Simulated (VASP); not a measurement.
# Co (P6_3/mmc) in VASP: single point with PBE+D3(BJ)

Aim: the single point of Co with PBE+D3(BJ).

Program: VASP 6.6.1. These are calculated values, not measurements. Logs are shortened: lines on timing, memory, paths and dates and some standing lists are left out, and cuts for length are marked.

**1. The cell of the first run**

Symmetry: P6_3/mmc, No. 194, hexagonal system. The conventional cell has a = 2.480 Å, b = 2.480 Å, c = 4.010 Å, α = 90.00°, β = 90.00°, γ = 120.00°. Within 3.3 Å of Co (site symmetry -6m2) lie 12 Co at 2.46 to 2.48 Å.

**2. Single point, PBE+D3(BJ), collinear spin, ferromagnetic start**

File INCAR:

```
SYSTEM = Co
PREC     = Accurate       ! precision mode
ENCUT    = 520            ! plane-wave cutoff, eV
EDIFF    = 1E-6           ! SCF threshold, eV
ISMEAR   = 0              ! smearing method
SIGMA    = 0.1            ! smearing width, eV
LREAL    = .False.        ! projectors in reciprocal space
LASPH    = .True.         ! aspherical terms in the spheres
NELM     = 150            ! most SCF steps
ALGO     = Fast           ! electronic algorithm
ISIF     = 2              ! what is computed and relaxed
LWAVE    = .False.        ! write WAVECAR
LCHARG   = .True.         ! write CHGCAR
ISPIN    = 2              ! spin polarisation
MAGMOM   = 2 2            ! initial moments
LORBIT   = 11             ! projections on sites
LMAXMIX  = 4              ! l up to which the mixer works
GGA      = PE             ! functional
IVDW     = 12             ! dispersion correction
LELF     = .True.         ! ELF
LVHAR    = .True.       
NBANDS   = 20             ! bands
```

File KPOINTS:

```
Automatic mesh
0
Gamma
  9 9 4
  0 0 0
```

File POSCAR:

```
Co
1.0
    2.4800000000      0.0000000000      0.0000000000
   -1.2400000000      2.1477430014      0.0000000000
    0.0000000000      0.0000000000      4.0100000000
Co
2
Direct
    0.3333333333      0.6666666667      0.2500000000
    0.6666666667      0.3333333333      0.7500000000
```

Potentials or basis: VASP PAW PBE potentials, release 64 (Co).

Started as:

```sh
$ cat potpaw_PBE.64/Co/POTCAR > POTCAR
$ mpirun -np 1 vasp_std > vasp.out
```

OUTCAR:

```text
SYSTEM = Co
   PREC = Accurate
   ENCUT = 520
   EDIFF = 1E-6
   ISMEAR = 0
   LREAL = .False.
   LASPH = .True.
   NELM = 150
   ISIF = 2
   ISPIN = 2
   LORBIT = 11
   GGA = PE
   IVDW = 12
 IVDW          = 12

 ion  position               nearest neighbor table
   1  0.333  0.667  0.250-   2 2.46   2 2.46   2 2.46   2 2.46   2 2.46   2 2.46
   2  0.667  0.333  0.750-   1 2.46   1 2.46   1 2.46   1 2.46   1 2.46   1 2.46

  LATTYP: Found a hexagonal cell.
 ALAT       =     2.4800000000
 C/A-ratio  =     1.6169354839

  Lattice vectors:

 A1 = (   2.4800000000,   0.0000000000,   0.0000000000)
 A2 = (  -1.2400000000,   2.1477430014,   0.0000000000)
 A3 = (   0.0000000000,   0.0000000000,   4.0100000000)

Analysis of symmetry for initial positions (statically):
=====================================================================
 Subroutine PRICEL returns:
 Original cell was already a primitive cell.

 Routine SETGRP: Setting up the symmetry group for a
 hexagonal supercell.

 Subroutine GETGRP returns: Found 24 space group operations
 (whereof 12 operations were pure point group operations)
 out of a pool of 24 trial point group operations.

The static configuration has the point symmetry D_3d.
 The point group associated with its full space group is D_6h.

Analysis of symmetry for dynamics (positions and initial velocities):
=====================================================================
 Subroutine PRICEL returns:
 Original cell was already a primitive cell.

 Routine SETGRP: Setting up the symmetry group for a
 hexagonal supercell.

 Subroutine GETGRP returns: Found 24 space group operations
 (whereof 12 operations were pure point group operations)
 out of a pool of 24 trial point group operations.

The dynamic configuration has the point symmetry D_3d.
 The point group associated with its full space group is D_6h.

Analysis of structural, dynamic, and magnetic symmetry:
=====================================================================
 Subroutine PRICEL returns:
 Original cell was already a primitive cell.

 Routine SETGRP: Setting up the symmetry group for a
 hexagonal supercell.

 Subroutine GETGRP returns: Found 24 space group operations
 (whereof 12 operations were pure point group operations)
 out of a pool of 24 trial point group operations.

The overall configuration has the point symmetry D_3d.
 The point group associated with its full space group is D_6h.

 Subroutine INISYM returns: Found 24 space group operations
 (whereof 12 operations are pure point group operations),
 and found     1 'primitive' translations
[... 117 lines left out ...]
  Fermi-wavevector in a.u.,A,eV,Ry     =   1.546344  2.922167 32.533990  2.391181
  Thomas-Fermi vector in A             =   2.651594
   LORBIT       =     11    0 simple, 1 ext, 2 COOP (PROOUT), +10 PAW based schemes
   GGA     = PE    functional components
   LHFCALC =     F    Hartree Fock is set to
   AEXX    =    0.0000 exact exchange contribution
   IVDW    =    12    specifies the selected vdW correction
   LEPSILON=     F    determine dielectric tensor
   LRPA    =     F    only Hartree local field effects (RPA)
 spin polarized calculation
 RMM-DIIS sequential band-by-band and
 Gauss-broadening in eV      SIGMA  =   0.10
  energy-cutoff  :      520.00
  volume of cell :       21.36
 maximum number of plane-waves:       585
   NGX =  9   NGY =  9   NGZ = 15

 number of electron      17.9999994 magnetization       3.0796434

 Free energy of the ion-electron system (eV)
  ---------------------------------------------------
  ext. energy  EPLUGINS =         0.00000000
  ---------------------------------------------------
  free energy    TOTEN  =       -14.06021417 eV

  energy without entropy =      -14.05092657  energy(sigma->0) =      -14.05557037

 E-fermi :  10.4977     XC(G=0): -13.4957

 val. band max:       10.4846702606   @ k =   0.1111   0.1111   0.0000
 cond. band min:      10.5467427236   @ k =   0.1111   0.0000   0.2500
 fundamental gap:      0.0620724630
 Fermi energy:        10.4977475101

 spin component 1

 k-point     1 :       0.0000    0.0000    0.0000
  band No.  band energies     occupation
      1       1.4822      1.00000
      2       5.3042      1.00000
      3       7.8871      1.00000
      4       7.9164      1.00000
      5       7.9164      1.00000
      6       8.2379      1.00000
[... 541 lines left out ...]
     19      30.0525      0.00000
     20      40.5146      0.00000

 [... further k-points ...]

 spin component 2

 k-point     1 :       0.0000    0.0000    0.0000
  band No.  band energies     occupation
      1       1.4763      1.00000
      2       6.2025      1.00000
      3       9.4551      1.00000
      4       9.4725      1.00000
      5       9.4725      1.00000
      6       9.8459      1.00000
[... 541 lines left out ...]
     19      30.3622      0.00000
     20      40.5169      0.00000

 [... further k-points ...]

------------------------ aborting loop because EDIFF is reached ----------------------------------------

 Edisp (eV)   -0.84753

 E8    (eV) :    -0.3719

  FORCE on cell =-STRESS in cart. coord.  units (eV):
  Direction    XX          YY          ZZ          XY          YZ          ZX
  --------------------------------------------------------------------------------------
  -------------------------------------------------------------------------------------
  Total      -0.64438    -0.64438    -0.52875     0.00000     0.00000     0.00000
  in kB     -48.33622   -48.33622   -39.66243     0.00000     0.00000     0.00000
  external pressure =      -45.44 kB  Pullay stress =        0.00 kB

 VOLUME and BASIS-vectors are now :
 -----------------------------------------------------------------------------
  energy-cutoff  :      520.00
  volume of cell :       21.36
      direct lattice vectors                 reciprocal lattice vectors
     2.480000000  0.000000000  0.000000000     0.403225806  0.232802528  0.000000000
    -1.240000000  2.147743001  0.000000000     0.000000000  0.465605056  0.000000000
     0.000000000  0.000000000  4.010000000     0.000000000  0.000000000  0.249376559

 POSITION                                       TOTAL-FORCE (eV/Angst)
 -----------------------------------------------------------------------------------
     -0.00000      1.43183      1.00250         0.000000     -0.000000      0.000000
      1.24000      0.71591      3.00750        -0.000000      0.000000      0.000000
 -----------------------------------------------------------------------------------
    total drift:                                0.000000      0.000000     -0.000000

  FREE ENERGIE OF THE ION-ELECTRON SYSTEM (eV)
  ---------------------------------------------------
  free  energy   TOTEN  =       -14.9077457854 eV

  energy  without entropy=      -14.8984581814  energy(sigma->0) =      -14.90310198

 total charge

# of ion       s       p       d       tot
------------------------------------------
    1        0.494   0.530   7.281   8.306
    2        0.494   0.530   7.281   8.306
--------------------------------------------------
tot          0.988   1.061  14.563  16.612

 magnetization (x)

# of ion       s       p       d       tot
------------------------------------------
    1       -0.016  -0.052   1.624   1.556
    2       -0.016  -0.052   1.624   1.556
--------------------------------------------------
tot         -0.032  -0.104   3.248   3.113
```

stdout:

```text
POSCAR found type information on POSCAR Co
 POSCAR found :  1 types and       2 ions
 scaLAPACK will be used
 LDA part: xc-table for (Slater+PW92), standard interpolation
 POSCAR, INCAR and KPOINTS ok, starting setup
 FFT: planning ... GRIDC
 FFT: planning ... GRID_SOFT
 FFT: planning ... GRID
 WAVECAR not read
 entering main loop
WARNING in EDDRMM: call to ZHEGV failed, returncode =   6  3     18
```

Run time: 38 s. Hardware: 1 thread of Intel Xeon 8259CL, shared host; peak memory 0.16 GiB.

Results:

| Property | Result |
| --- | --- |
| Free energy | -14.9077 eV |
| Pressure | -4.5 GPa |
| Net moment | 3.08 μB per cell |
| Site moments | Co +1.56 μB |
| Valence electrons inside the program's atomic spheres | Co 8.31 |
| Dispersion energy per atom | -0.424 eV |

Levels at points of the mesh, in eV from the Fermi level:
Spin up:
```
           k point  band 8  band 9  band 10  band 11  band 12  band 13
(0.00, 0.00, 0.00)   -1.91   -1.91    -0.78    -0.78    -0.10     6.51
(0.00, 0.00, 0.50)   -2.65   -1.10    -1.10    -1.10    -1.10    15.20
```
Spin down:
```
           k point  band 6  band 7  band 8  band 9  band 10  band 11
(0.00, 0.00, 0.00)   -0.65   -0.65   -0.21   -0.21    -0.15     1.03
(0.00, 0.00, 0.50)   -1.09   -1.09   -1.09    0.68     0.68     0.68
```

Caveat: the k points lie up to 0.39 Å⁻¹ apart.
